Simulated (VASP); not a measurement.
Here is a VASP 6.6.1 calculation.

POSCAR

```
Si
1.0
    2.5147088735      0.0000000000      0.0000000000
   -1.2573544367      2.1778017676      0.0000000000
    0.0000000000      0.0000000000      2.3985576819
Si
1
Direct
    0.0000000000      0.0000000000      0.0000000000
```

File INCAR.step1:

```
  ALGO = Normal
  EDIFF = 1E-4
  ENCUT = 600
  GGA = PE
  ISMEAR = 0
  LASPH = T
  LCHARG = F
  LREAL = F
  LWAVE = T
  NELM = 60
  PREC = Accurate
  SIGMA = 0.1
```

File INCAR.step2:

```
  ALGO = Normal
  EDIFF = 1E-6
  EDIFFG = -0.01
  ENCUT = 600
  IBRION = 2
  ISIF = 4
  ISMEAR = 0
  ISTART = 1
  LASPH = T
  LCHARG = F
  LMIXTAU = T
  LREAL = F
  LWAVE = F
  METAGGA = R2SCAN
  NELM = 60
  NSW = 50
  PREC = Accurate
  SIGMA = 0.1
```

KPOINTS

```
k-points
0
Gamma
  18 18 16
```

Potentials or basis: VASP PAW PBE potentials, release 64 (Si).

Launch:

```console
$ cat potpaw_PBE.64/Si/POTCAR > POTCAR
$ cp INCAR.step1 INCAR
$ mpirun -np 1 vasp_std > vasp.out
$ cp INCAR.step2 INCAR
$ mpirun -np 1 vasp_std > vasp.out
```

Estimate the band gap on the k mesh.

zero (bands 2 and 3 overlap by 13.22 eV).

Final structure:
```cif
data_structure
_symmetry_space_group_name_H-M 'P 1'
_symmetry_Int_Tables_number 1
_cell_length_a 2.5138
_cell_length_b 2.5138
_cell_length_c 2.4003
_cell_angle_alpha 90.000
_cell_angle_beta 90.000
_cell_angle_gamma 120.000
_cell_volume 13.14
loop_
_atom_site_label
_atom_site_type_symbol
_atom_site_fract_x
_atom_site_fract_y
_atom_site_fract_z
_atom_site_occupancy
Si1 Si 0.00000 0.00000 0.00000 1
```
